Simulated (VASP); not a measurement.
SiCl:

```
CELL_PARAMETERS angstrom
0.00000 3.52621 3.52621
3.52621 0.00000 3.52621
3.52621 3.52621 0.00000
ATOMIC_POSITIONS crystal
Si 0.50000 0.50000 0.50000
Si 0.75000 0.75000 0.75000
Cl 0.00000 0.00000 0.00000
Cl 0.25000 0.25000 0.25000
```

* Program: VASP 6.6.1
* Task: relaxation of cell and atoms
* Functional: PBE
* Potentials or basis: VASP PAW PBE potentials, release 64 (Si, Cl)
* Cutoff: 600 eV
* k mesh: 4 × 4 × 4
* Occupations: gaussian, width 0.1 eV
* Spin: no spin polarisation

At the start: pressure -6.3 GPa; volume 21.92 Å³/atom.

Q: How do energy, volume and symmetry change on relaxing?

A: Over 3 steps the energy falls by 78.4 meV/atom and the volume is 18.57 Å³/atom (-15.3 %); space group Fd-3m (No. 227, to 0.1 Å) before and after.

The path:
| step | energy change (eV) | largest force (eV/Å) | pressure (GPa) | volume (Å³) |
| --- | --- | --- | --- | --- |
| 1 | 0.0000 | 0.0000 | -6.31 | 87.69 |
| 2 | -0.2927 | 0.0000 | -2.06 | 77.19 |
| 3 | -0.3135 | 0.0000 | -0.16 | 74.28 |

Final structure:
```xyz
4
Lattice="0.0000 3.3364 3.3364 3.3364 0.0000 3.3364 3.3364 3.3364 0.0000" Properties=species:S:1:pos:R:3 pbc="T T T"
Si    3.3364    3.3364    3.3364
Si    5.0047    5.0047    5.0047
Cl    0.0000    0.0000    0.0000
Cl    1.6682    1.6682    1.6682
```

Caveat: the k points lie up to 0.41 Å⁻¹ apart in the final cell, too coarse for converged energies and pressures of a metal; the volume moved by over 15 % at a fixed basis, so the end points are rough.
